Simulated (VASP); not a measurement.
# Cu (I4/mmm) in VASP: notebook, part 2 of 2

VASP 6.6.1.

**3. Single point, PBEsol (strain +0.015 along x and y, +0.000 along z)**

Contents of INCAR:

```
ALGO = Fast ; EDIFF = 1E-6
ENCUT = 520 ; GGA = PS
ISIF = 2 ; ISMEAR = 0
LASPH = True ; LCHARG = False
LREAL = False ; LWAVE = False
NBANDS = 12 ; NELM = 60
PREC = Accurate ; SIGMA = 0.15
```

Contents of KPOINTS:

```
k-points
0
Gamma
  24 24 24
```

Contents of POSCAR:

```
Cu
1.0
   -1.4644352198      1.4644352198      1.3760814500
    1.4644352198     -1.4644352198      1.3760814500
    1.4644352198      1.4644352198     -1.3760814500
Cu
1
Direct
    0.0000000000      0.0000000000      0.0000000000
```

Potentials or basis: VASP PAW PBE potentials, release 64 (Cu).

Started as:

```
> cat potpaw_PBE.64/Cu/POTCAR > POTCAR
> mpirun -np 1 vasp_std > vasp.out
```

Wall time 71 s (1 thread of AMD EPYC 9R45 (Zen 5), shared host); peak memory 0.21 GiB.

The run converged. Its results:

```yaml
Free_energy: -4.2657 eV
Pressure: -5.1 GPa
```

Stress tensor (GPa, compression positive):
```
-5.08  0.00  0.00
 0.00 -5.08  0.00
 0.00  0.00 -5.19
```

Levels at points of the mesh, in eV from the Fermi level:
| k point | band 4 | band 5 | band 6 | band 7 | band 8 | band 9 |
| --- | --- | --- | --- | --- | --- | --- |
| (0.00, 0.00, 0.00) | -3.01 | -2.23 | -1.96 | 24.35 | 24.35 | 26.06 |
| (0.50, 0.00, 0.00) | -1.86 | -1.35 | -0.45 | 4.58 | 16.94 | 16.97 |
| (0.50, 0.50, 0.00) | -2.04 | -1.38 | -0.92 | 3.90 | 18.61 | 18.78 |
| (0.50, 0.50, 0.50) | -1.54 | -1.48 | 7.40 | 7.40 | 9.78 | 12.99 |

Caveat: the cell differs from its parent crystal (strain +0.015 along x and y, +0.000 along z); the PAW data sets were made with another functional, which shifts forces and pressure a little.

**4. Single point, PBEsol (strain +0.015 along x and y, +0.015 along z)**

Contents of INCAR:

```
ALGO = Fast
EDIFF = 1E-7
ENCUT = 520
GGA = PS
ISIF = 2
ISMEAR = 0
LASPH = T
LCHARG = T
LELF = T
LREAL = F
LVHAR = T
LWAVE = F
NBANDS = 12
NELM = 80
PREC = Accurate
SIGMA = 0.15
```

KPOINTS is that of step 3.

Contents of POSCAR:

```
Cu
1.0
   -1.4644352198      1.4644352198      1.3967226717
    1.4644352198     -1.4644352198      1.3967226717
    1.4644352198      1.4644352198     -1.3967226717
Cu
1
Direct
    0.0000000000      0.0000000000      0.0000000000
```

Potentials or basis: VASP PAW PBE potentials, release 64 (Cu).

Started as:

```
> cat potpaw_PBE.64/Cu/POTCAR > POTCAR
> mpirun -np 1 vasp_std > vasp.out
```

OUTCAR:

```text
EDIFF = 1E-7
   ENCUT = 520
   GGA = PS
   ISIF = 2
   ISMEAR = 0
   LASPH = T
   LREAL = F
   NELM = 80
   PREC = Accurate

 ion  position               nearest neighbor table
   1  0.000  0.000  0.000-

  LATTYP: Found a body centered tetragonal cell.
 ALAT       =     2.9288704396
 C/A-ratio  =     0.9537620052

  Lattice vectors:

 A1 = (  -1.4644352198,   1.4644352198,   1.3967226717)
 A2 = (   1.4644352198,  -1.4644352198,   1.3967226717)
 A3 = (   1.4644352198,   1.4644352198,  -1.3967226717)

Analysis of symmetry for initial positions (statically):
[... 532 lines left out ...]
      7      11.7959      0.00000
      8      23.4595      0.00000
      9      24.1382      0.00000
     10      28.4876      0.00000
     11      31.2762      0.00000
     12      40.0890      0.00000

 [... further k-points ...]
[... 5 lines left out ...]
  --------------------------------------------------------------------------------------
  -------------------------------------------------------------------------------------
  Total       -0.5166555     -0.5166555     -0.5368088      0.0000000     -0.0000000      0.0000000
  in kB      -69.0877673    -69.0877673    -71.7826817      0.0000000     -0.0000000      0.0000000
  external PRESSURE =     -69.9860721 kB  Pullay stress =       0.0000000 kB

 VOLUME and BASIS-vectors are now :
 -----------------------------------------------------------------------------
  energy-cutoff  :      520.00
  volume of cell :       11.98
      direct lattice vectors                 reciprocal lattice vectors
    -1.464435220  1.464435220  1.396722672     0.000000000  0.341428554  0.357980872
     1.464435220 -1.464435220  1.396722672     0.341428554  0.000000000  0.357980872
     1.464435220  1.464435220 -1.396722672     0.341428554  0.341428554  0.000000000

 POSITION                                       TOTAL-FORCE (eV/Angst)
 -----------------------------------------------------------------------------------
      0.00000      0.00000      0.00000         0.000000      0.000000      0.000000
 -----------------------------------------------------------------------------------
    total drift:                               -0.000000     -0.000000      0.000000

  FREE ENERGIE OF THE ION-ELECTRON SYSTEM (eV)
  ---------------------------------------------------
  free  energy   TOTEN  =        -4.2589742020 eV

  energy  without entropy=       -4.2544112404  energy(sigma->0) =       -4.25669272
```

It took 1.7 min on 1 thread of AMD EPYC 9R45 (Zen 5), shared host; peak memory 0.22 GiB.

What came out:

```
Free energy : -4.2590 eV
Pressure    : -7.0 GPa
```

Stress tensor (GPa, compression positive):
```
-6.91  0.00  0.00
 0.00 -6.91  0.00
 0.00  0.00 -7.18
```

Levels at points of the mesh, in eV from the Fermi level:
```
           k point  band 4  band 5  band 6  band 7  band 8  band 9
(0.00, 0.00, 0.00)   -2.98   -2.16   -1.96   24.42   24.42   25.65
(0.50, 0.00, 0.00)   -1.87   -1.34   -0.45    4.44   16.89   16.97
(0.50, 0.50, 0.00)   -2.00   -1.36   -0.81    3.93   18.21   18.26
(0.50, 0.50, 0.50)   -1.52   -1.47    7.52    7.52    9.30   13.03
```

Caveat: the cell differs from its parent crystal (strain +0.015 along x and y, +0.015 along z); the PAW data sets were made with another functional, which shifts forces and pressure a little.

**5. Single point, PBEsol (strain +0.015 along x and y, +0.030 along z)**

Contents of INCAR:

```
SYSTEM = Cu
PREC = Accurate
ENCUT = 520
EDIFF = 1E-6
ISMEAR = 0
SIGMA = 0.15
LREAL = .False.
LASPH = .True.
NELM = 80
ALGO = Fast
ISIF = 2
LWAVE = .False.
LCHARG = .False.
GGA = PS
NBANDS = 12
```

Contents of KPOINTS:

```
regular mesh
0
Gamma
  24 24 24
  0 0 0
```

Contents of POSCAR:

```
Cu
1.0
   -1.4644352198      1.4644352198      1.4173638935
    1.4644352198     -1.4644352198      1.4173638935
    1.4644352198      1.4644352198     -1.4173638935
Cu
1
Direct
    0.0000000000      0.0000000000      0.0000000000
```

Started as:

```
> cat potpaw_PBE.64/Cu/POTCAR > POTCAR
> mpirun -np 1 vasp_std > vasp.out
```

It took 91 s on 1 thread of AMD EPYC 9R45 (Zen 5), shared host; peak memory 0.22 GiB.

Results (log left out):

| Property | Result |
| --- | --- |
| Free energy | -4.2501 eV |
| Pressure | -8.8 GPa |

Stress tensor (GPa, compression positive):
```
-8.76  0.00  0.00
 0.00 -8.76  0.00
 0.00  0.00 -9.01
```

Levels at points of the mesh, in eV from the Fermi level:
| k point | band 3 | band 4 | band 5 | band 6 | band 7 | band 8 | band 9 | band 10 |
| --- | --- | --- | --- | --- | --- | --- | --- | --- |
| (0.00, 0.00, 0.00) | -2.96 | -2.96 | -2.09 | -1.96 | 24.46 | 24.46 | 25.27 | 27.57 |
| (0.50, 0.00, 0.00) | -2.05 | -1.88 | -1.33 | -0.45 | 4.30 | 16.85 | 16.97 | 20.73 |
| (0.50, 0.50, 0.00) | -2.16 | -1.96 | -1.34 | -0.69 | 3.96 | 17.78 | 17.82 | 21.50 |
| (0.50, 0.50, 0.50) | -1.50 | -1.50 | -1.47 | 7.64 | 7.64 | 8.85 | 13.07 | 13.50 |

Caveat: the cell differs from its parent crystal (strain +0.015 along x and y, +0.030 along z); the PAW data sets were made with another functional, which shifts forces and pressure a little.

**6. Single point, PBEsol (strain +0.030 along x and y, +0.015 along z)**

Contents of INCAR:

```
PREC = Accurate ; ENCUT = 520
EDIFF = 1E-7 ; ISMEAR = 0
SIGMA = 0.15 ; LREAL = False
LASPH = True ; NELM = 80
ALGO = Fast ; ISIF = 2
LWAVE = False ; LCHARG = False
GGA = PS ; NBANDS = 12
```

Contents of KPOINTS:

```
Automatic mesh
0
Gamma
  24 24 24
```

Contents of POSCAR:

```
Cu
1.0
   -1.4860771196      1.4860771196      1.3967226717
    1.4860771196     -1.4860771196      1.3967226717
    1.4860771196      1.4860771196     -1.3967226717
Cu
1
Direct
    0.0000000000      0.0000000000      0.0000000000
```

Potentials or basis: VASP PAW PBE potentials, release 64 (Cu).

Started as:

```
> cat potpaw_PBE.64/Cu/POTCAR > POTCAR
> mpirun -np 1 vasp_std > vasp.out
```

Wall time 1.7 min (1 thread of AMD EPYC 9R45 (Zen 5), shared host); peak memory 0.23 GiB.

It converged, with:

```
Free energy : -4.2399 eV
Pressure    : -10.4 GPa
```

Stress tensor (GPa, compression positive):
```
-10.35   0.00   0.00
  0.00 -10.35   0.00
  0.00   0.00 -10.63
```

Levels at points of the mesh, in eV from the Fermi level:
| k point | band 3 | band 4 | band 5 | band 6 | band 7 | band 8 | band 9 | band 10 |
| --- | --- | --- | --- | --- | --- | --- | --- | --- |
| (0.00, 0.00, 0.00) | -2.87 | -2.87 | -2.14 | -1.89 | 23.90 | 23.90 | 25.60 | 27.28 |
| (0.50, 0.00, 0.00) | -2.04 | -1.80 | -1.32 | -0.34 | 4.34 | 16.43 | 16.61 | 20.35 |
| (0.50, 0.50, 0.00) | -2.22 | -1.96 | -1.35 | -0.79 | 3.69 | 18.19 | 18.23 | 21.83 |
| (0.50, 0.50, 0.50) | -1.50 | -1.50 | -1.44 | 7.23 | 7.23 | 9.53 | 12.69 | 13.20 |

Caveat: the cell differs from its parent crystal (strain +0.030 along x and y, +0.015 along z); the PAW data sets were made with another functional, which shifts forces and pressure a little.

**7. Overview**

| cell | further INCAR settings | gap on the mesh (eV) | pressure (GPa) |
| --- | --- | --- | --- |
| a = 2.484 Å, angles 109.0, 109.0, 110.4°, 1 atom | ALGO = Fast; EDIFF = 1e-06; NBANDS = 12 | none | -5.2 |
| a = 2.487 Å, angles 107.8, 107.8, 112.8°, 1 atom | ALGO = Fast; EDIFF = 1e-06; NBANDS = 12 | none | -5.1 |
| a = 2.498 Å, angles 108.2, 108.2, 112.0°, 1 atom | ALGO = Fast; EDIFF = 1e-07; NBANDS = 12 | none | -7.0 |
| a = 2.510 Å, angles 108.6, 108.6, 111.2°, 1 atom | ALGO = Fast; EDIFF = 1e-06; NBANDS = 12 | none | -8.8 |
| a = 2.523 Å, angles 107.8, 107.8, 112.8°, 1 atom | ALGO = Fast; EDIFF = 1e-07; NBANDS = 12 | none | -10.4 |

Alike in all rows: task single point; level PBEsol; potentials or basis VASP PAW PBE potentials, release 64 (Cu); no spin polarisation; k mesh 24 × 24 × 24; cutoff (eV) 520; smearing gaussian 0.15 eV.

Caveats: the PAW data sets were made with another functional, which shifts forces and pressure a little.

Absolute energies hang on the potentials; compare differences alone.
